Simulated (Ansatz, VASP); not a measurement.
Given: the input of a run of VASP 6.6.1 on Os.

The input INCAR:

```
ALGO = Fast
EDIFF = 1E-6
ENCUT = 520
GGA = CA
ISIF = 2
ISMEAR = -1
LASPH = T
LCHARG = F
LREAL = F
LWAVE = F
NBANDS = 15
NELM = 80
PREC = Accurate
SIGMA = 0.05
```

Contents of KPOINTS:

```
k-points
0
Gamma
  11 11 6
```

File POSCAR:

```
Os
1.0
    2.7522071502      0.0000000000      0.0000000000
   -1.3761035751      2.3834813086      0.0000000000
    0.0000000000      0.0000000000      4.3483081185
Os
2
Direct
    0.6666666667      0.3333333333      0.7500000000
    0.3333333333      0.6666666667      0.2500000000
```

Potentials or basis: VASP PAW LDA potentials, release 64 (Os).

Launch:

```console
$ cat potpaw_LDA.64/Os/POTCAR > POTCAR
$ mpirun -np 1 vasp_std > vasp.out
```

Q: Set up the same calculation for Ansatz 0.2.0. Potentials there: all-electron LAPW, scalar-relativistic.

A: As run (the cutoff follows the program's own potentials):

The input input.yaml:

```yaml
crystal:
  lattice:
    - [2.7522071502, 0.0, 0.0]
    - [-1.3761035751, 2.3834813086, 0.0]
    - [0.0, 0.0, 4.3483081185]
  atoms:
    - { symbol: Os, position: [0.6666666667, 0.3333333333, 0.75] }
    - { symbol: Os, position: [0.3333333333, 0.6666666667, 0.25] }
kpoints:
  mp_grid: { grid: [11, 11, 6] }
scf:
  occupations: { method: fermi_dirac, width: 0.05 }
hamiltonian:
  xc: lda
  pseudopotentials: { kind: all_electron, lapw: { basis_error: 0.001 } }
output:
  forces: true
  stress: true
  eigenvalues: true
```

Potentials or basis: all-electron LAPW, scalar-relativistic.

Launch:

```sh
$ ansatz run input.yaml --threads 1 --pin off --max-ram 3072MiB --backend cpu --events-out ev --progress --plain --runs-dir out
```

Both were run:

|  | VASP | Ansatz | Ansatz less VASP |
| --- | --- | --- | --- |
| gap on the k mesh at the Fermi level (eV) | none | none | - |
| pressure (GPa) | -15.7 | -16.3 | -0.56 |
| traceless stress, the component that is largest in VASP (GPa) | -0.76 | -0.68 | +0.083 |

LDA's correlation is that of Perdew and Zunger in VASP and of Perdew and Wang (1992) in Ansatz. A gap of «none» marks a metal or a gap that the smearing closes. Ansatz ran all-electron here, and VASP with PAW potentials.

Spin-orbit coupling is off throughout.
